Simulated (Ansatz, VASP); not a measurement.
# One calculation of SiC, two programs

```
CELL_PARAMETERS angstrom
2.83135 0.00000 0.00000
-1.41568 2.45203 0.00000
0.00000 0.00000 10.47984
ATOMIC_POSITIONS crystal
Si 0.66667 0.33333 0.93784
Si 0.33333 0.66667 0.43784
Si 0.00000 0.00000 0.68789
Si 0.00000 0.00000 0.18789
C 0.66667 0.33333 0.74980
C 0.33333 0.66667 0.24980
C 0.00000 0.00000 0.50046
C 0.00000 0.00000 0.00046
```

Change from the starting cell: strain -0.080 along x and y, +0.040 along z, atoms carried along.

Alike in both runs: task single point; functional r2SCAN; k mesh 12 × 12 × 4; occupations gaussian, width 0.05 eV; no spin polarisation.

|  | VASP | Ansatz |
| --- | --- | --- |
| version | VASP 6.6.1 | Ansatz 0.2.0 |
| potentials or method | VASP PAW PBE potentials, release 64 (Si, C), cutoff 520 eV | scalar-relativistic, plane waves, PAW |
| valence electrons in the cell | 32 | 32 |

```csv
,VASP,Ansatz,Ansatz less VASP
gap on the k mesh at the Fermi level (eV),1.77,1.76,-0.011
least direct gap on the mesh (eV),3.38,3.37,-0.008
pressure (GPa),42.8,43.1,+0.32
"traceless stress, the component that is largest in VASP (GPa)",-60.22,-59.90,+0.318
rms of the force components (eV/Å),0.805,0.815,+0.0093
```

VASP's potentials were made for PBE, not for r2SCAN. Atom by atom the forces differ by 0.009 eV/Å (rms over components). Both programs put the cell under a high pressure, so it lies far from rest at this level.
